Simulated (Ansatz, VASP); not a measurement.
Given: the input of a run of VASP 6.6.1 on Os.

Contents of INCAR:

```
SYSTEM = Os
ALGO = Fast
EDIFF = 1E-6
ENCUT = 520
GGA = RE
ISIF = 2
ISMEAR = -1
IVDW = 12
LASPH = .True.
LCHARG = .True.
LELF = .True.
LREAL = .False.
LVHAR = .True.
LWAVE = .False.
NBANDS = 15
NELM = 80
PREC = Accurate
SIGMA = 0.05
```

File KPOINTS:

```
k-points
0
Gamma
  11 11 6
  0 0 0
```

Contents of POSCAR:

```
Os
1.0
    2.7877234178      0.0000000000      0.0000000000
   -1.3938617089      2.4142392985      0.0000000000
    0.0000000000      0.0000000000      4.4044215090
Os
2
Direct
    0.6666666667      0.3333333333      0.7500000000
    0.3333333333      0.6666666667      0.2500000000
```

Potentials or basis: VASP PAW PBE potentials, release 64 (Os).

Run with:

```sh
$ cat potpaw_PBE.64/Os/POTCAR > POTCAR
$ mpirun -np 1 vasp_std > vasp.out
```

Question: Set up the same calculation for Ansatz 0.2.0. Potentials there: Ansatz PAW.

Answer: As run (the cutoff follows the program's own potentials):

The input input.yaml:

```yaml
crystal:
  lattice:
    - [2.7877234178, 0.0, 0.0]
    - [-1.3938617089, 2.4142392985, 0.0]
    - [0.0, 0.0, 4.404421509]
  atoms:
    - { symbol: Os, position: [0.6666666667, 0.3333333333, 0.75] }
    - { symbol: Os, position: [0.3333333333, 0.6666666667, 0.25] }
hamiltonian:
  xc: revpbe
  pseudopotentials: { kind: paw }
  dispersion: d3bj
kpoints:
  mp_grid: { grid: [11, 11, 6] }
scf:
  occupations: { method: fermi_dirac, width: 0.05 }
output:
  forces: true
  stress: true
  eigenvalues: true
```

Potentials or basis: Ansatz PAW.

Run with:

```console
$ ansatz run input.yaml --threads 2 --pin off --max-ram 5120MiB --backend cpu --events-out ev --progress --plain --runs-dir out
```

Both were run:

|  | VASP | Ansatz | Ansatz less VASP |
| --- | --- | --- | --- |
| gap on the k mesh at the Fermi level (eV) | none | none | - |
| pressure (GPa) | -24.0 | -23.5 | +0.50 |
| traceless stress, the component that is largest in VASP (GPa) | -0.78 | -0.67 | +0.107 |

VASP's potentials were made for PBE, not for revPBE. A gap of «none» marks a metal or a gap that the smearing closes. VASP's potentials hold 16 valence electrons a cell and Ansatz's 32, so a difference there can come from the potentials and not from the codes.

Spin-orbit coupling is off throughout.
